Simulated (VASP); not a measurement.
Wanted: the native input for a VASP 6.6.1 run.

```
Task                   : single point
Functional             : PBE
Potentials or basis    : VASP PAW PBE potentials, release 64 (Li_sv, Re)
Cutoff                 : 520 eV
k mesh                 : 7 × 7 × 7
Occupations            : methfessel-paxton, width 0.1 eV
Spin                   : no spin polarisation
Dipole correction      : no
Further INCAR settings : ALGO = Normal; EDIFF = 1e-06; NBANDS = 20
```

The structure of LiRe3 lies in POSCAR:

```
LiRe3
1.0
    4.3174260000      0.0000000000      0.0000000000
    2.1587130000      3.7390005950      0.0000000000
    2.1587130000      1.2463335317      3.5251635674
Li Re
1 3
Direct
    0.0000000000      0.0000000000      0.0000000000
    0.7500000000      0.7500000000      0.7500000000
    0.2500000000      0.2500000000      0.2500000000
    0.5000000000      0.5000000000      0.5000000000
```

The input as run:

INCAR

```
SYSTEM = LiRe3
PREC = Accurate
ENCUT = 520
EDIFF = 1E-6
ISMEAR = 1
SIGMA = 0.1
LREAL = .False.
LASPH = .True.
NELM = 80
ALGO = Normal
ISIF = 2
LWAVE = .False.
LCHARG = .False.
GGA = PE
NBANDS = 20
```

KPOINTS

```
regular mesh
0
Gamma
  7 7 7
  0 0 0
```

Potentials or basis: VASP PAW PBE potentials, release 64 (Li_sv, Re).

Launch:

```console
$ cat potpaw_PBE.64/Li_sv/POTCAR potpaw_PBE.64/Re/POTCAR > POTCAR
$ mpirun -np 1 vasp_std > vasp.out
```

It gave:

| Quantity | Value |
| --- | --- |
| Band gap on the k mesh | zero (band 12 reaches 8.35 eV, above the bottom of band 13 at 5.87 eV) |

Caveat: spin-orbit coupling is left out, which moves the levels of the heavy elements.

It took 13 s on 1 thread of Intel(R) Xeon(R) 6975P-C (Granite Rapids), on a shared host, peak memory 0.18 GiB.
